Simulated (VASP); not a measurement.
# Cd3F (Pm-3m) in VASP: further runs

The runs below take Cd3F through single point, relaxation of cell and atoms, with PBE.

Program: VASP 6.6.1. These are calculated values, not measurements. Logs are shortened: lines on timing, memory, paths and dates and some standing lists are left out, and cuts for length are marked.

## 1. The cell of the first run

The structure is cubic, space group Pm-3m (No. 221). Conventional cell: a = 4.525 Å, b = 4.525 Å, c = 4.525 Å, α = 90.00°, β = 90.00°, γ = 90.00°. Cd (site symmetry 4/mmm) has 8 Cd at 3.20 Å and 4 F at 3.20 Å within 4.2 Å. Within 4.2 Å of F (site symmetry m-3m) lie 12 Cd at 3.20 Å.

The cell was generated, and may not be a known phase.

## 2. Single point, PBE

File INCAR:

```
SYSTEM = Cd3F
  ALGO = Normal
  EDIFF = 1E-6
  ENCUT = 520
  GGA = PE
  ISIF = 2
  ISMEAR = 0
  LASPH = .True.
  LCHARG = .True.
  LELF = .True.
  LREAL = .False.
  LVHAR = .True.
  LWAVE = .False.
  NBANDS = 30
  NELM = 80
  PREC = Accurate
  SIGMA = 0.1
```

File KPOINTS:

```
k-points
0
Gamma
  4 4 4
  0 0 0
```

File POSCAR:

```
Cd3F
1.0
    4.5246937700      0.0000000000      0.0000000000
    0.0000000000      4.5246937700      0.0000000000
    0.0000000000      0.0000000000      4.5246937700
Cd F
3 1
Direct
    0.0000000000      0.5000000000      0.5000000000
    0.5000000000      0.0000000000      0.5000000000
    0.5000000000      0.5000000000      0.0000000000
    0.0000000000      0.0000000000      0.0000000000
```

Potentials or basis: VASP PAW PBE potentials, release 64 (Cd, F).

The run is started by

```sh
$ cat potpaw_PBE.64/Cd/POTCAR potpaw_PBE.64/F/POTCAR > POTCAR
$ mpirun -np 1 vasp_std > vasp.out
```

OUTCAR:

```text
SYSTEM = Cd3F
   EDIFF = 1E-6
   ENCUT = 520
   GGA = PE
   ISIF = 2
   ISMEAR = 0
   LASPH = .True.
   LREAL = .False.
   NELM = 80
   PREC = Accurate

 ion  position               nearest neighbor table
   1  0.000  0.500  0.500-   2 3.20   3 3.20   3 3.20   2 3.20   2 3.20   3 3.20   3 3.20   2 3.20

   2  0.500  0.000  0.500-   1 3.20   3 3.20   3 3.20   1 3.20   3 3.20   3 3.20   1 3.20   1 3.20

   3  0.500  0.500  0.000-   1 3.20   2 3.20   1 3.20   2 3.20   2 3.20   2 3.20   1 3.20   1 3.20

   4  0.000  0.000  0.000-

  LATTYP: Found a simple cubic cell.
 ALAT       =     4.5246937700

  Lattice vectors:

 A1 = (   4.5246937700,   0.0000000000,   0.0000000000)
 A2 = (   0.0000000000,   4.5246937700,   0.0000000000)
 A3 = (   0.0000000000,   0.0000000000,   4.5246937700)

Analysis of symmetry for initial positions (statically):
=====================================================================
 Subroutine PRICEL returns:
 Original cell was already a primitive cell.

 Routine SETGRP: Setting up the symmetry group for a
 simple cubic supercell.

 Subroutine GETGRP returns: Found 48 space group operations
 (whereof 48 operations were pure point group operations)
 out of a pool of 48 trial point group operations.

The static configuration has the point symmetry O_h .

Analysis of symmetry for dynamics (positions and initial velocities):
=====================================================================
 Subroutine PRICEL returns:
 Original cell was already a primitive cell.

 Routine SETGRP: Setting up the symmetry group for a
 simple cubic supercell.

 Subroutine GETGRP returns: Found 48 space group operations
 (whereof 48 operations were pure point group operations)
 out of a pool of 48 trial point group operations.

The dynamic configuration has the point symmetry O_h .

 Subroutine INISYM returns: Found 48 space group operations
 (whereof 48 operations are pure point group operations),
 and found     1 'primitive' translations

----------------------------------------------------------------------------------------

                                     Primitive cell

  volume of cell :      92.6334

  direct lattice vectors                    reciprocal lattice vectors
     4.524693770  0.000000000  0.000000000     0.221009432  0.000000000  0.000000000
     0.000000000  4.524693770  0.000000000     0.000000000  0.221009432  0.000000000
     0.000000000  0.000000000  4.524693770     0.000000000  0.000000000  0.221009432

  length of vectors
     4.524693770  4.524693770  4.524693770     0.221009432  0.221009432  0.221009432

  position of ions in fractional coordinates (direct lattice)
     0.000000000  0.500000000  0.500000000
     0.500000000  0.000000000  0.500000000
     0.500000000  0.500000000  0.000000000
     0.000000000  0.000000000  0.000000000

  ion indices of the primitive-cell ions
   primitive index   ion index
                 1           1
                 2           2
                 3           3
                 4           4

----------------------------------------------------------------------------------------

 KPOINTS: k-points

Automatic generation of k-mesh.
 Grid dimensions read from file:
 generate k-points for:    4    4    4

 Generating k-lattice:

  Cartesian coordinates                     Fractional coordinates (reciprocal lattice)
     0.055252358  0.000000000  0.000000000     0.250000000  0.000000000  0.000000000
     0.000000000  0.055252358  0.000000000     0.000000000  0.250000000  0.000000000
     0.000000000  0.000000000  0.055252358     0.000000000  0.000000000  0.250000000

  Length of vectors
     0.055252358  0.055252358  0.055252358

  Shift w.r.t. Gamma in fractional coordinates (k-lattice)
     0.000000000  0.000000000  0.000000000

 Subroutine IBZKPT returns following result:
 ===========================================

 Found     10 irreducible k-points:

 Following reciprocal coordinates:
            Coordinates               Weight
  0.000000  0.000000  0.000000      1.000000
  0.250000  0.000000  0.000000      6.000000
  0.500000  0.000000  0.000000      3.000000
  0.250000  0.250000  0.000000     12.000000
  0.500000  0.250000  0.000000     12.000000
  0.500000  0.500000  0.000000      3.000000
  0.250000  0.250000  0.250000      8.000000
  0.500000  0.250000  0.250000     12.000000
  0.500000  0.500000  0.250000      6.000000
  0.500000  0.500000  0.500000      1.000000
   k-points           NKPTS =     10   k-points in BZ     NKDIM =     10   number of bands    NBANDS=     30
   number of dos      NEDOS =    301   number of ions     NIONS =      4
   total plane-waves  NPLWV =  46656
   dimension x,y,z NGX =    36 NGY =   36 NGZ =   36
   dimension x,y,z NGXF=    72 NGYF=   72 NGZF=   72
   ions per type =               3   1
   NGX,Y,Z   is equivalent  to a cutoff of  13.23, 13.23, 13.23 a.u.
   NGXF,Y,Z  is equivalent  to a cutoff of  26.45, 26.45, 26.45 a.u.
 SYSTEM =  Cd3F
   PREC   = accura    normal or accurate (medium, high low for compatibility)
   ISTART =      0    job   : 0-new  1-cont  2-samecut
   ICHARG =      2    charge: 1-file 2-atom 10-const
   ISPIN  =      1    spin polarized calculation?
   LNONCOLLINEAR =      F non collinear calculations
   LSORBIT =      F    spin-orbit coupling
   LASPH  =      T    aspherical Exc in radial PAW
   ENCUT  =  520.0 eV  38.22 Ry    6.18 a.u.   8.41  8.41  8.41*2*pi/ulx,y,z
   NELM   =     80;   NELMIN=  2; NELMDL= -5     # of ELM steps
   EDIFF  = 0.1E-05   stopping-criterion for ELM
   LREAL  =      F    real-space projection
   EDIFFG = 0.1E-04   stopping-criterion for IOM
   NSW    =      0    number of steps for IOM
   IBRION =     -1    ionic relax: 0-MD 1-quasi-New 2-CG
   NFREE  =      0    steps in history (QN), initial steepest desc. (CG)
   ISIF   =      2    stress and relaxation
   ISYM   =      2    0-nonsym 1-usesym 2-fastsym
   POTIM  = 0.5000    time-step for ionic-motion
   TEBEG  =    0.0;   TEEND  =   0.0 temperature during run
   PSTRESS=    0.0 pullay stress
   NELECT =      43.0000    total number of electrons
   NUPDOWN=      -1.0000    fix difference up-down
   EMIN   =  10.00;   EMAX   =-10.00  energy-range for DOS
   EFERMI =   0.00;   METHOD = LEGACY
   ISMEAR =     0;   SIGMA  =   0.10  broadening in eV -4-tet -1-fermi 0-gaus
   EFERMI_NEDOS =   21; number of points for ismear=-14 and -15
   IALGO  =     38    algorithm
   IMIX   =      4    mixing-type and parameters
     AMIX     =   0.40;   BMIX     =  1.00
     AMIX_MAG =   1.60;   BMIX_MAG =  1.00
  volume/ion in A,a.u.               =      23.16       156.28
  Fermi-wavevector in a.u.,A,eV,Ry     =   1.267579  2.395377 21.861259  1.606757
  Thomas-Fermi vector in A             =   2.400720
   LORBIT       =      0    0 simple, 1 ext, 2 COOP (PROOUT), +10 PAW based schemes
   GGA     = PE    functional components
   LHFCALC =     F    Hartree Fock is set to
   AEXX    =    0.0000 exact exchange contribution
   IVDW    =     0    specifies the selected vdW correction
   LEPSILON=     F    determine dielectric tensor
   LRPA    =     F    only Hartree local field effects (RPA)
 non-spin polarized calculation
 Gauss-broadening in eV      SIGMA  =   0.10
  energy-cutoff  :      520.00
  volume of cell :       92.63
 maximum number of plane-waves:      2517
 NGX is ok and might be reduce to    36
   NGX = 17   NGY = 17   NGZ = 17

 number of electron      43.0000021 magnetization

 Free energy of the ion-electron system (eV)
  ---------------------------------------------------
  ext. energy  EPLUGINS =         0.00000000
  ---------------------------------------------------
  free energy    TOTEN  =        -5.87609714 eV

  energy without entropy =       -5.86790414  energy(sigma->0) =       -5.87200064

 E-fermi :   0.6246     XC(G=0):  -9.7132

 val. band max:        0.4584108774   @ k =   0.2500   0.2500   0.2500
 cond. band min:       0.6916473156   @ k =   0.5000   0.2500   0.2500
 fundamental gap:      0.2332364382
 Fermi energy:         0.6246339564

 k-point     1 :       0.0000    0.0000    0.0000
  band No.  band energies     occupation
      1     -20.2224      2.00000
      2      -8.2782      2.00000
      3      -8.1291      2.00000
      4      -8.1291      2.00000
      5      -8.1291      2.00000
      6      -7.8336      2.00000
[... 22 lines left out ...]
     29       8.7593      0.00000
     30      11.6482      0.00000

 k-point     2 :       0.2500    0.0000    0.0000
  band No.  band energies     occupation
      1     -20.2190      2.00000
      2      -8.1447      2.00000
      3      -8.1047      2.00000
      4      -8.0021      2.00000
      5      -8.0021      2.00000
      6      -7.8118      2.00000
[... 22 lines left out ...]
     29       9.2180      0.00000
     30      10.1083      0.00000

 k-point     3 :       0.5000    0.0000    0.0000
  band No.  band energies     occupation
      1     -20.2158      2.00000
      2      -8.0783      2.00000
      3      -7.9676      2.00000
      4      -7.7784      2.00000
      5      -7.7115      2.00000
      6      -7.7115      2.00000
[... 22 lines left out ...]
     29       8.3927      0.00000
     30      10.8536      0.00000

 k-point     4 :       0.2500    0.2500    0.0000
  band No.  band energies     occupation
      1     -20.2165      2.00000
      2      -8.0597      2.00000
      3      -8.0278      2.00000
      4      -7.9313      2.00000
      5      -7.9173      2.00000
      6      -7.7495      2.00000
[... 154 lines left out ...]
     29      10.4210      0.00000
     30      10.9013      0.00000

 k-point     9 :       0.5000    0.5000    0.2500
  band No.  band energies     occupation
      1     -20.2107      2.00000
      2      -7.9463      2.00000
      3      -7.9463      2.00000
      4      -7.9455      2.00000
      5      -7.7467      2.00000
      6      -7.7467      2.00000
[... 22 lines left out ...]
     29      11.2322      0.00000
     30      11.2322      0.00000

 k-point    10 :       0.5000    0.5000    0.5000
  band No.  band energies     occupation
      1     -20.2099      2.00000
      2      -8.0280      2.00000
      3      -8.0280      2.00000
      4      -8.0280      2.00000
      5      -7.7829      2.00000
      6      -7.7715      2.00000
[... 22 lines left out ...]
     29      13.2882      0.00000
     30      14.4263      0.00000

------------------------ aborting loop because EDIFF is reached ----------------------------------------

  FORCE on cell =-STRESS in cart. coord.  units (eV):
  Direction    XX          YY          ZZ          XY          YZ          ZX
  --------------------------------------------------------------------------------------
  -------------------------------------------------------------------------------------
  Total       -1.7497694     -1.7497694     -1.7497694     -0.0000000     -0.0000000      0.0000000
  in kB      -30.2638263    -30.2638263    -30.2638263     -0.0000000     -0.0000000      0.0000000
  external PRESSURE =     -30.2638263 kB  Pullay stress =       0.0000000 kB

 VOLUME and BASIS-vectors are now :
 -----------------------------------------------------------------------------
  energy-cutoff  :      520.00
  volume of cell :       92.63
      direct lattice vectors                 reciprocal lattice vectors
     4.524693770  0.000000000  0.000000000     0.221009432  0.000000000  0.000000000
     0.000000000  4.524693770  0.000000000     0.000000000  0.221009432  0.000000000
     0.000000000  0.000000000  4.524693770     0.000000000  0.000000000  0.221009432

 POSITION                                       TOTAL-FORCE (eV/Angst)
 -----------------------------------------------------------------------------------
      0.00000      2.26235      2.26235         0.000000      0.000000      0.000000
      2.26235      0.00000      2.26235         0.000000      0.000000      0.000000
      2.26235      2.26235      0.00000         0.000000      0.000000      0.000000
      0.00000      0.00000      0.00000         0.000000      0.000000      0.000000
 -----------------------------------------------------------------------------------
    total drift:                                0.000000      0.000000      0.000000

  FREE ENERGIE OF THE ION-ELECTRON SYSTEM (eV)
  ---------------------------------------------------
  free  energy   TOTEN  =        -5.8760971404 eV

  energy  without entropy=       -5.8679041442  energy(sigma->0) =       -5.87200064
```

Wall time 26 s (1 thread of Oxide Virtual Turin-like, shared host); peak memory 0.17 GiB.

What came out:

```
Free energy            : -5.8761 eV
Pressure               : -3.0 GPa
Band gap on the k mesh : zero (an odd number of electrons rules out a gap without spin polarisation)
```

Caveat: the cell stands under tension; an odd number of electrons without spin polarisation forces a metal; a magnetic or distorted state may lie lower.

## 3. Single point, PBE

This run uses another cell than the first one, of 20.82 Å³/atom.

File INCAR:

```
SYSTEM = Cd3F
PREC = Accurate ; ENCUT = 520
EDIFF = 1E-7 ; ISMEAR = 0
SIGMA = 0.1 ; LREAL = .False.
LASPH = .True. ; NELM = 80
ALGO = Fast ; ISIF = 2
LWAVE = .False. ; LCHARG = .False.
GGA = PE ; NBANDS = 30
```

File KPOINTS:

```
regular mesh
0
Gamma
  10 10 10
  0 0 0
```

File POSCAR:

```
Cd3F
1.0
    4.3668027092      0.0000000000      0.0000000000
    0.0000000000      4.3668027092      0.0000000000
    0.0000000000      0.0000000000      4.3668027092
Cd F
3 1
Direct
    0.0000000000      0.5000000000      0.5000000000
    0.5000000000      0.0000000000      0.5000000000
    0.5000000000      0.5000000000      0.0000000000
    0.0000000000      0.0000000000      0.0000000000
```

Potentials or basis: VASP PAW PBE potentials, release 64 (Cd, F).

The run is started by

```sh
$ cat potpaw_PBE.64/Cd/POTCAR potpaw_PBE.64/F/POTCAR > POTCAR
$ mpirun -np 1 vasp_std > vasp.out
```

Run time: 80 s. Hardware: 1 thread of Oxide Virtual Turin-like, shared host; peak memory 0.22 GiB.

Results (log left out):

```
Free energy            : -6.1232 eV
Pressure               : 0.2 GPa
Band gap on the k mesh : zero (an odd number of electrons rules out a gap without spin polarisation)
```

Levels at points of the mesh, in eV from the Fermi level:
```
           k point  band 19  band 20  band 21  band 22  band 23  band 24  band 25  band 26
(0.00, 0.00, 0.00)    -3.33    -3.33     1.83     1.83     1.83     2.41     2.41     7.54
(0.50, 0.00, 0.00)    -3.05    -3.05    -2.15     2.87     2.87     3.32     5.09     6.07
(0.50, 0.50, 0.00)    -3.75    -2.91    -0.81    -0.81     0.43     5.50     5.56     5.74
(0.50, 0.50, 0.50)    -3.71    -1.93    -0.61    -0.61    -0.61     1.88     1.88     1.88
```

Caveat: an odd number of electrons without spin polarisation forces a metal; a magnetic or distorted state may lie lower.

## 4. Single point, PBE

This run uses another cell than the first one, of 20.82 Å³/atom.

File INCAR:

```
PREC = Accurate
ENCUT = 520
EDIFF = 1E-7
ISMEAR = 0
SIGMA = 0.1
LREAL = False
LASPH = True
NELM = 60
ALGO = Fast
ISIF = 2
LWAVE = False
LCHARG = False
GGA = PE
NBANDS = 30
```

File KPOINTS:

```
Automatic mesh
0
Gamma
  10 10 10
```

POSCAR is that of step 3.

The run is started by

```sh
$ cat potpaw_PBE.64/Cd/POTCAR potpaw_PBE.64/F/POTCAR > POTCAR
$ mpirun -np 1 vasp_std > vasp.out
```

It took 71 s on 1 thread of Oxide Virtual Turin-like, shared host; peak memory 0.21 GiB.

The run converged. Its results:

| Quantity | Value |
| --- | --- |
| Free energy | -6.1232 eV |
| Pressure | 0.2 GPa |
| Band gap on the k mesh | zero (an odd number of electrons rules out a gap without spin polarisation) |

Levels at points of the mesh, in eV from the Fermi level:
```tsv
k point	band 18	band 19	band 20	band 21	band 22	band 23	band 24	band 25	band 26	band 27
(0.00, 0.00, 0.00)	-3.33	-3.33	-3.33	1.83	1.83	1.83	2.41	2.41	7.54	8.57
(0.50, 0.00, 0.00)	-3.64	-3.05	-3.05	-2.15	2.87	2.87	3.32	5.09	6.07	6.07
(0.50, 0.50, 0.00)	-4.12	-3.75	-2.91	-0.81	-0.81	0.43	5.50	5.56	5.74	5.74
(0.50, 0.50, 0.50)	-3.71	-3.71	-1.93	-0.61	-0.61	-0.61	1.88	1.88	1.88	8.73
```

Caveat: an odd number of electrons without spin polarisation forces a metal; a magnetic or distorted state may lie lower.

(Continued in part 2 of 2.)

The gap in the log of VASP goes by the Fermi energy; the results here count the filled bands.